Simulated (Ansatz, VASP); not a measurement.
## One calculation of Sb, two programs

```xyz
2
Lattice="2.1456 1.2388 3.6587 -2.1456 1.2388 3.6587 0.0000 -2.4775 3.6587" Properties=species:S:1:pos:R:3 pbc="T T T"
Sb    0.0000    0.0000    2.5897
Sb    0.0000    0.0000    8.3865
```

Alike in both runs: task single point; functional LDA; k mesh 4 × 4 × 4; occupations fermi-dirac, width 0.1 eV; no spin polarisation.

```csv
,VASP,Ansatz
version,VASP 6.6.1,Ansatz 0.2.0
potentials or method,"VASP PAW LDA potentials, release 64 (Sb), cutoff 520 eV","plane waves (420 eV) with PAW, scalar-relativistic"
valence electrons in the cell,10,30
```

Ansatz gave:

- pressure (GPa): 0.1
- traceless stress, the component that is largest in VASP (GPa): -0.43

Question: Which values does VASP return?

Answer: Pressure (GPa): 0.4; traceless stress, the component that is largest in VASP (GPa): -0.48.

Ansatz warns that its potentials were made for another functional, while VASP's fit it. LDA's correlation is that of Perdew and Zunger in VASP and of Perdew and Wang (1992) in Ansatz. VASP's potentials hold 10 valence electrons a cell and Ansatz's 30, so a difference there can come from the potentials and not from the codes.

The k mesh is coarse, so the values compare programs but aren't converged. Spin-orbit coupling is off throughout.
